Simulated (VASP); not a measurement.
# Al3Cu (P4/mmm) in VASP: further runs

Runs on Al3Cu. Level: LDA. Tasks: single point.

All numbers are computed with VASP 6.6.1; they aren't measurements. Logs are shortened: lines on timing, memory, paths and dates and some standing lists are left out, and cuts for length are marked.

## Step 1: The cell of the first run

It takes space group P4/mmm (No. 123, tetragonal). The conventional cell has a = 2.778 Å, b = 2.778 Å, c = 7.513 Å, α = 90.00°, β = 90.00°, γ = 90.00°. Within 3.7 Å of Al (site symmetry 4/mmm) lie 12 Al at 2.78 to 2.85 Å. Within 3.4 Å of Al (site symmetry 4mm) lie 4 Cu at 2.60 Å and 9 Al at 2.78 to 3.40 Å. Within 3.4 Å of Cu (site symmetry 4/mmm) lie 8 Al at 2.60 Å and 4 Cu at 2.78 Å.

## Step 2: Single point, LDA

Input file INCAR:

```
SYSTEM = Al3Cu
PREC = Accurate ; ENCUT = 520
EDIFF = 1E-6 ; ISMEAR = 1
SIGMA = 0.1 ; LREAL = .False.
LASPH = .True. ; NELM = 80
ALGO = Normal ; ISIF = 2
LWAVE = .False. ; LCHARG = .False.
NBANDS = 18
```

Input file KPOINTS:

```
Automatic mesh
0
Gamma
  8 8 3
  0 0 0
```

Input file POSCAR:

```
Al3Cu
1.0
    2.7784100000      0.0000000000      0.0000000000
    0.0000000000      2.7784100000      0.0000000000
    0.0000000000      0.0000000000      7.5134000000
Al Cu
3 1
Direct
    0.0000000000      0.0000000000      0.5000000000
    0.5000000000      0.5000000000      0.2261200000
    0.5000000000      0.5000000000      0.7738800000
    0.0000000000      0.0000000000      0.0000000000
```

Potentials or basis: VASP PAW LDA potentials, release 64 (Al, Cu).

The run is started by

```
$ cat potpaw_LDA.64/Al/POTCAR potpaw_LDA.64/Cu/POTCAR > POTCAR
$ mpirun -np 1 vasp_std > vasp.out
```

OUTCAR:

```text
SYSTEM = Al3Cu
   PREC = Accurate
   ENCUT = 520
   EDIFF = 1E-6
   ISMEAR = 1
   LREAL = .False.
   LASPH = .True.
   NELM = 80
   ISIF = 2

 ion  position               nearest neighbor table
   1  0.000  0.000  0.500-   2 2.85   3 2.85   2 2.85   3 2.85   2 2.85   3 2.85   2 2.85   3 2.85

   2  0.500  0.500  0.226-   4 2.60   4 2.60   4 2.60   4 2.60   1 2.85   1 2.85   1 2.85   1 2.85

   3  0.500  0.500  0.774-   4 2.60   4 2.60   4 2.60   4 2.60   1 2.85   1 2.85   1 2.85   1 2.85

   4  0.000  0.000  0.000-   2 2.60   3 2.60   2 2.60   3 2.60   2 2.60   3 2.60   2 2.60   3 2.60

  LATTYP: Found a simple tetragonal cell.
 ALAT       =     2.7784100000
 C/A-ratio  =     2.7042085221

  Lattice vectors:

 A1 = (   2.7784100000,   0.0000000000,   0.0000000000)
 A2 = (   0.0000000000,   2.7784100000,   0.0000000000)
 A3 = (   0.0000000000,   0.0000000000,   7.5134000000)

Analysis of symmetry for initial positions (statically):
=====================================================================
 Subroutine PRICEL returns:
 Original cell was already a primitive cell.

 Routine SETGRP: Setting up the symmetry group for a
 simple tetragonal supercell.

 Subroutine GETGRP returns: Found 16 space group operations
 (whereof 16 operations were pure point group operations)
 out of a pool of 16 trial point group operations.

The static configuration has the point symmetry D_4h.

Analysis of symmetry for dynamics (positions and initial velocities):
=====================================================================
 Subroutine PRICEL returns:
 Original cell was already a primitive cell.

 Routine SETGRP: Setting up the symmetry group for a
 simple tetragonal supercell.

 Subroutine GETGRP returns: Found 16 space group operations
 (whereof 16 operations were pure point group operations)
 out of a pool of 16 trial point group operations.

The dynamic configuration has the point symmetry D_4h.

 Subroutine INISYM returns: Found 16 space group operations
 (whereof 16 operations are pure point group operations),
 and found     1 'primitive' translations

----------------------------------------------------------------------------------------

                                     Primitive cell

  volume of cell :      58.0002

  direct lattice vectors                    reciprocal lattice vectors
     2.778410000  0.000000000  0.000000000     0.359918083  0.000000000  0.000000000
     0.000000000  2.778410000  0.000000000     0.000000000  0.359918083  0.000000000
     0.000000000  0.000000000  7.513400000     0.000000000  0.000000000  0.133095536

  length of vectors
     2.778410000  2.778410000  7.513400000     0.359918083  0.359918083  0.133095536

  position of ions in fractional coordinates (direct lattice)
     0.000000000  0.000000000  0.500000000
     0.500000000  0.500000000  0.226120000
     0.500000000  0.500000000  0.773880000
     0.000000000  0.000000000  0.000000000

  ion indices of the primitive-cell ions
   primitive index   ion index
                 1           1
                 2           2
                 3           3
                 4           4

----------------------------------------------------------------------------------------

 KPOINTS: Automatic mesh

Automatic generation of k-mesh.
 Grid dimensions read from file:
 generate k-points for:    8    8    3

 Generating k-lattice:

  Cartesian coordinates                     Fractional coordinates (reciprocal lattice)
     0.044989760  0.000000000  0.000000000     0.125000000  0.000000000  0.000000000
     0.000000000  0.044989760  0.000000000     0.000000000  0.125000000  0.000000000
     0.000000000  0.000000000  0.044365179     0.000000000  0.000000000  0.333333333

  Length of vectors
     0.044989760  0.044989760  0.044365179

  Shift w.r.t. Gamma in fractional coordinates (k-lattice)
     0.000000000  0.000000000  0.000000000

 Subroutine IBZKPT returns following result:
 ===========================================

 Found     30 irreducible k-points:

 Following reciprocal coordinates:
            Coordinates               Weight
  0.000000  0.000000  0.000000      1.000000
  0.125000  0.000000  0.000000      4.000000
  0.250000  0.000000  0.000000      4.000000
  0.375000  0.000000  0.000000      4.000000
  0.500000  0.000000  0.000000      2.000000
  0.125000  0.125000  0.000000      4.000000
[... 16 lines left out ...]
  0.375000  0.125000  0.333333     16.000000
  0.500000  0.125000  0.333333      8.000000
 [... further k-points ...]
   k-points           NKPTS =     30   k-points in BZ     NKDIM =     30   number of bands    NBANDS=     18
   number of dos      NEDOS =    301   number of ions     NIONS =      4
   total plane-waves  NPLWV =  32256
   dimension x,y,z NGX =    24 NGY =   24 NGZ =   56
   dimension x,y,z NGXF=    48 NGYF=   48 NGZF=  112
   ions per type =               3   1
   NGX,Y,Z   is equivalent  to a cutoff of  14.36, 14.36, 12.39 a.u.
   NGXF,Y,Z  is equivalent  to a cutoff of  28.72, 28.72, 24.78 a.u.
 SYSTEM =  Al3Cu
   PREC   = accura    normal or accurate (medium, high low for compatibility)
   ISTART =      0    job   : 0-new  1-cont  2-samecut
   ICHARG =      2    charge: 1-file 2-atom 10-const
   ISPIN  =      1    spin polarized calculation?
   LNONCOLLINEAR =      F non collinear calculations
   LSORBIT =      F    spin-orbit coupling
   LASPH  =      T    aspherical Exc in radial PAW
   ENCUT  =  520.0 eV  38.22 Ry    6.18 a.u.   5.17  5.17 13.97*2*pi/ulx,y,z
   NELM   =     80;   NELMIN=  2; NELMDL= -5     # of ELM steps
   EDIFF  = 0.1E-05   stopping-criterion for ELM
   LREAL  =      F    real-space projection
   EDIFFG = 0.1E-04   stopping-criterion for IOM
   NSW    =      0    number of steps for IOM
   IBRION =     -1    ionic relax: 0-MD 1-quasi-New 2-CG
   NFREE  =      0    steps in history (QN), initial steepest desc. (CG)
   ISIF   =      2    stress and relaxation
   ISYM   =      2    0-nonsym 1-usesym 2-fastsym
   POTIM  = 0.5000    time-step for ionic-motion
   TEBEG  =    0.0;   TEEND  =   0.0 temperature during run
   PSTRESS=    0.0 pullay stress
   NELECT =      20.0000    total number of electrons
   NUPDOWN=      -1.0000    fix difference up-down
   EMIN   =  10.00;   EMAX   =-10.00  energy-range for DOS
   EFERMI =   0.00;   METHOD = LEGACY
   ISMEAR =     1;   SIGMA  =   0.10  broadening in eV -4-tet -1-fermi 0-gaus
   EFERMI_NEDOS =   21; number of points for ismear=-14 and -15
   IALGO  =     38    algorithm
   IMIX   =      4    mixing-type and parameters
     AMIX     =   0.40;   BMIX     =  1.00
     AMIX_MAG =   1.60;   BMIX_MAG =  1.00
  volume/ion in A,a.u.               =      14.50        97.85
  Fermi-wavevector in a.u.,A,eV,Ry     =   1.148000  2.169405 17.931163  1.317903
  Thomas-Fermi vector in A             =   2.284677
   LORBIT       =      0    0 simple, 1 ext, 2 COOP (PROOUT), +10 PAW based schemes
   GGA     = CA    functional components
   LHFCALC =     F    Hartree Fock is set to
   AEXX    =    0.0000 exact exchange contribution
   IVDW    =     0    specifies the selected vdW correction
   LEPSILON=     F    determine dielectric tensor
   LRPA    =     F    only Hartree local field effects (RPA)
 non-spin polarized calculation
 Methfessel and Paxton  Order N= 1 SIGMA  =   0.10
  energy-cutoff  :      520.00
  volume of cell :       58.00
 maximum number of plane-waves:      1580
 NGX is ok and might be reduce to    24
   NGX = 11   NGY = 11   NGZ = 27

 number of electron      20.0000014 magnetization

 Free energy of the ion-electron system (eV)
  ---------------------------------------------------
  ext. energy  EPLUGINS =         0.00000000
  ---------------------------------------------------
  free energy    TOTEN  =       -17.60853131 eV

  energy without entropy =      -17.60555262  energy(sigma->0) =      -17.60753842

 E-fermi :   8.3653     XC(G=0): -11.1091

 val. band max:        8.3636992986   @ k =   0.2500   0.1250   0.3333
 cond. band min:       8.3938491362   @ k =   0.2500   0.1250   0.0000
 fundamental gap:      0.0301498376
 Fermi energy:         8.3652613174

 k-point     1 :       0.0000    0.0000    0.0000
  band No.  band energies     occupation
      1      -2.8730      2.00000
      2      -0.4338      2.00000
      3      -0.0706      2.00000
      4       3.8812      2.00000
      5       3.9629      2.00000
      6       4.7391      2.00000
[... 10 lines left out ...]
     17      17.5288      0.00000
     18      17.5288      0.00000

 k-point     2 :       0.1250    0.0000    0.0000
  band No.  band energies     occupation
      1      -2.5718      2.00000
      2      -0.1623      2.00000
      3       0.2318      2.00000
      4       3.9323      2.00000
      5       4.0449      2.00000
      6       4.5720      2.00000
[... 10 lines left out ...]
     17      17.8590      0.00000
     18      18.3080      0.00000

 k-point     3 :       0.2500    0.0000    0.0000
  band No.  band energies     occupation
      1      -1.6761      2.00000
      2       0.6303      2.00000
      3       1.1221      2.00000
      4       4.0284      2.00000
      5       4.2204      2.00000
      6       4.2810      2.00000
[... 10 lines left out ...]
     17      18.1319      0.00000
     18      18.2082      0.00000

 k-point     4 :       0.3750    0.0000    0.0000
  band No.  band energies     occupation
      1      -0.2126      2.00000
      2       1.8235      2.00000
      3       2.5136      2.00000
      4       3.7259      2.00000
      5       4.0730      2.00000
      6       4.2530      2.00000
[... 375 lines left out ...]
      4       3.9177      2.00000
      5       4.1416      2.00000
      6       4.5068      2.00000
[... 10 lines left out ...]
     17      16.9604      0.00000
     18      17.4077      0.00000

 k-point    23 :       0.3750    0.1250    0.3333
  band No.  band energies     occupation
      1       0.3335      2.00000
      2       1.1629      2.00000
      3       3.3890      2.00000
      4       3.9140      2.00000
      5       4.0699      2.00000
      6       4.4823      2.00000
[... 10 lines left out ...]
     17      17.8176      0.00000
     18      18.1984      0.00000

 k-point    24 :       0.5000    0.1250    0.3333
  band No.  band energies     occupation
      1       2.1739      2.00000
      2       2.2157      2.00000
      3       2.7614      2.00000
      4       3.0175      2.00000
      5       4.0276      2.00000
      6       4.2228      2.00000
[... 10 lines left out ...]
     17      16.5159      0.00000
     18      17.3963      0.00000

 [... further k-points ...]
[... 5 lines left out ...]
  --------------------------------------------------------------------------------------
  -------------------------------------------------------------------------------------
  Total       -0.2975293     -0.2975293     -1.0340767      0.0000000      0.0000000      0.0000000
  in kB       -8.2188520     -8.2188520    -28.5649961      0.0000000      0.0000000      0.0000000
  external PRESSURE =     -15.0009000 kB  Pullay stress =       0.0000000 kB

 VOLUME and BASIS-vectors are now :
 -----------------------------------------------------------------------------
  energy-cutoff  :      520.00
  volume of cell :       58.00
      direct lattice vectors                 reciprocal lattice vectors
     2.778410000  0.000000000  0.000000000     0.359918083  0.000000000  0.000000000
     0.000000000  2.778410000  0.000000000     0.000000000  0.359918083  0.000000000
     0.000000000  0.000000000  7.513400000     0.000000000  0.000000000  0.133095536

 POSITION                                       TOTAL-FORCE (eV/Angst)
 -----------------------------------------------------------------------------------
      0.00000      0.00000      3.75670         0.000000     -0.000000     -0.000000
      1.38921      1.38921      1.69893        -0.000000      0.000000     -0.301563
      1.38921      1.38921      5.81447         0.000000     -0.000000      0.301563
      0.00000      0.00000      0.00000         0.000000     -0.000000     -0.000000
 -----------------------------------------------------------------------------------
    total drift:                               -0.000000      0.000000     -0.000000

  FREE ENERGIE OF THE ION-ELECTRON SYSTEM (eV)
  ---------------------------------------------------
  free  energy   TOTEN  =       -17.6085313118 eV

  energy  without entropy=      -17.6055526234  energy(sigma->0) =      -17.60753842
```

Run time: 56 s. Hardware: 1 thread of AMD EPYC 7R13, shared host; peak memory 0.13 GiB.

What came out:

```yaml
Free_energy: -17.6085 eV
Pressure: -1.5 GPa
Largest_force: 0.302 eV/Å
Band_gap_on_the_k_mesh: zero (band 10 reaches 11.48 eV, above the bottom of band 11 at 6.54 eV)
```

Forces in eV/Å, atoms in the order of the input:
```
Al   0.000  0.000  0.000
Al   0.000  0.000 -0.302
Al   0.000  0.000  0.302
Cu   0.000  0.000  0.000
```

Stress tensor (GPa, compression positive):
```
-0.82  0.00  0.00
 0.00 -0.82  0.00
 0.00  0.00 -2.86
```

Levels at points of the mesh, in eV from the Fermi level:
```tsv
k point	band 6	band 7	band 8	band 9	band 10	band 11	band 12	band 13	band 14	band 15
(0.00, 0.00, 0.00)	-3.63	-3.63	-3.22	-1.67	0.71	6.31	6.52	6.52	7.96	8.89
(0.50, 0.00, 0.00)	-3.97	-3.68	-3.67	-3.53	-2.39	-1.82	2.79	3.94	4.21	5.32
(0.50, 0.50, 0.00)	-2.56	-2.56	-0.58	-0.46	0.23	0.23	0.48	0.48	0.74	1.95
```

## Step 3: Single point, LDA

Input file INCAR:

```
SYSTEM = Al3Cu
PREC     = Accurate       ! precision mode
ENCUT    = 520            ! plane-wave cutoff, eV
EDIFF    = 1E-6           ! SCF threshold, eV
ISMEAR   = 1              ! smearing method
SIGMA    = 0.1            ! smearing width, eV
LREAL    = .False.        ! projectors in reciprocal space
LASPH    = .True.         ! aspherical terms in the spheres
NELM     = 100            ! most SCF steps
ALGO     = Normal         ! electronic algorithm
ISIF     = 2              ! what is computed and relaxed
LWAVE    = .False.        ! write WAVECAR
LCHARG   = .False.        ! write CHGCAR
GGA      = CA             ! functional
NBANDS   = 18             ! bands
```

Input file KPOINTS:

```
regular mesh
0
Gamma
  8 8 3
  0 0 0
```

POSCAR is that of step 2.

Potentials or basis: VASP PAW LDA potentials, release 64 (Al, Cu).

The run is started by

```
$ cat potpaw_LDA.64/Al/POTCAR potpaw_LDA.64/Cu/POTCAR > POTCAR
$ mpirun -np 1 vasp_std > vasp.out
```

Run time: 64 s. Hardware: 1 thread of AMD EPYC 7R13, shared host; peak memory 0.13 GiB.

It converged, with:

```
Free energy            : -17.6085 eV
Pressure               : -1.5 GPa
Largest force          : 0.302 eV/Å
Band gap on the k mesh : zero (band 10 reaches 11.48 eV, above the bottom of band 11 at 6.54 eV)
```

Forces in eV/Å, atoms in the order of the input:
```
Al   0.000  0.000  0.000
Al   0.000  0.000 -0.302
Al   0.000  0.000  0.302
Cu   0.000  0.000  0.000
```

Stress tensor (GPa, compression positive):
```
-0.82  0.00  0.00
 0.00 -0.82  0.00
 0.00  0.00 -2.86
```

Levels at points of the mesh, in eV from the Fermi level:
| k point | band 6 | band 7 | band 8 | band 9 | band 10 | band 11 | band 12 | band 13 | band 14 | band 15 |
| --- | --- | --- | --- | --- | --- | --- | --- | --- | --- | --- |
| (0.00, 0.00, 0.00) | -3.63 | -3.63 | -3.22 | -1.67 | 0.71 | 6.31 | 6.52 | 6.52 | 7.96 | 8.89 |
| (0.50, 0.00, 0.00) | -3.97 | -3.68 | -3.67 | -3.53 | -2.39 | -1.82 | 2.79 | 3.94 | 4.21 | 5.32 |
| (0.50, 0.50, 0.00) | -2.56 | -2.56 | -0.58 | -0.46 | 0.23 | 0.23 | 0.48 | 0.48 | 0.74 | 1.95 |
